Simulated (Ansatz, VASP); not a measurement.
**Two plane-wave programs on Si**

File INCAR:

```
  ALGO = Normal
  DIPOL = 0.5 0.5 0.374
  EDIFF = 1E-6
  ENCUT = 400
  GGA = PE
  GGA_COMPAT = F
  IDIPOL = 3
  ISIF = 2
  ISMEAR = 0
  IVDW = 12
  LASPH = T
  LCHARG = F
  LDIPOL = T
  LREAL = F
  LWAVE = F
  NBANDS = 16
  NELM = 120
  NELMDL = -8
  PREC = Accurate
  SIGMA = 0.1
```

Contents of KPOINTS:

```
k-points
0
Gamma
  9 9 1
```

Contents of POSCAR:

```
Si
1.0
    3.8472023567      0.0000000000      0.0000000000
   -1.9236011784      3.3317749744      0.0000000000
    0.0000000000      0.0000000000     18.4446971473
Si
4
Direct
    0.3333333333      0.6666666667      0.2695814702
    0.6666666667      0.3333333333      0.2439725610
    1.0000000000      1.0000000000      0.5039224593
    0.6666666667      1.3333333333      0.4783135501
```

Input for Ansatz:

```yaml
crystal:
  lattice:
    - [3.8472023567, 0.0, 0.0]
    - [-1.9236011784, 3.3317749744, 0.0]
    - [0.0, 0.0, 18.4446971473]
  atoms:
    - { symbol: Si, position: [0.3333333333, 0.6666666667, 0.2695814702] }
    - { symbol: Si, position: [0.6666666667, 0.3333333333, 0.243972561] }
    - { symbol: Si, position: [1.0, 1.0, 0.5039224593] }
    - { symbol: Si, position: [0.6666666667, 1.3333333333, 0.4783135501] }
basis:
  ecutwfc: 420
kpoints:
  mp_grid: { grid: [9, 9, 1] }
hamiltonian:
  xc: pbe
  dispersion: d3bj
scf:
  occupations: { method: gaussian, width: 0.1 }
output:
  forces: true
  eigenvalues: true
efield:
  axis: 3
  dipole_correction: true
  ramp_width: 0.04
```

Alike in both runs: task single point; functional PBE; dispersion D3(BJ); k mesh 9 × 9 × 1; occupations gaussian, width 0.1 eV; no spin polarisation.

|  | VASP | Ansatz |
| --- | --- | --- |
| version | VASP 6.6.1 | Ansatz 0.2.0 |
| potentials or method | VASP PAW PBE potentials, release 64 (Si), cutoff 400 eV | scalar-relativistic, plane waves, PAW |
| valence electrons in the cell | 16 | 16 |

```tsv
	VASP	Ansatz	Ansatz less VASP
gap on the k mesh at the Fermi level (eV)	0.08	0.08	0.000
least direct gap on the mesh (eV)	0.08	0.08	0.000
rms of the force components (eV/Å)	0.072	0.074	+0.0019
```

Atom by atom the forces differ by 0.004 eV/Å (rms over components).
